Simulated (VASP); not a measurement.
**Na: single point with PBEsol**

The system is Na.

```xyz
1
Lattice="-2.1493 2.1493 2.1493 2.1493 -2.1493 2.1493 2.1493 2.1493 -2.1493" Properties=species:S:1:pos:R:3 pbc="T T T"
Na    0.0000    0.0000    0.0000
```

This cell differs from its parent crystal: strain +0.015 along x and y, +0.015 along z.

```yaml
Program: VASP 6.6.1
Task: single point
Functional: PBEsol
Potentials_or_basis: VASP PAW PBE potentials, release 64 (Na_pv)
Cutoff: 520 eV
k_mesh: 16 × 16 × 16
Occupations: gaussian, width 0.15 eV
Spin: no spin polarisation
Dipole_correction: no
Further_INCAR_settings: ALGO = Normal; EDIFF = 1e-06; NBANDS = 10
```

* Pressure: -0.6 GPa

Levels at points of the mesh, in eV from the Fermi level:
```
           k point  band 1  band 2  band 3  band 4  band 5  band 6  band 7  band 8
(0.00, 0.00, 0.00)  -24.84  -24.84  -24.84   -3.13   11.29   11.29   11.29   12.26
(0.50, 0.00, 0.00)  -24.87  -24.85  -24.84    0.73    1.15    7.92    8.70    8.87
(0.50, 0.50, 0.50)  -24.86  -24.86  -24.86    4.40    4.40    4.66    4.66    4.66
```

Run time: 56 s on 1 thread of AMD EPYC 7R13 (shared host), peak memory 0.15 GiB.

Caveat: the cell differs from its parent crystal (strain +0.015 along x and y, +0.015 along z); the PAW data sets were made with another functional, which shifts forces and pressure a little.
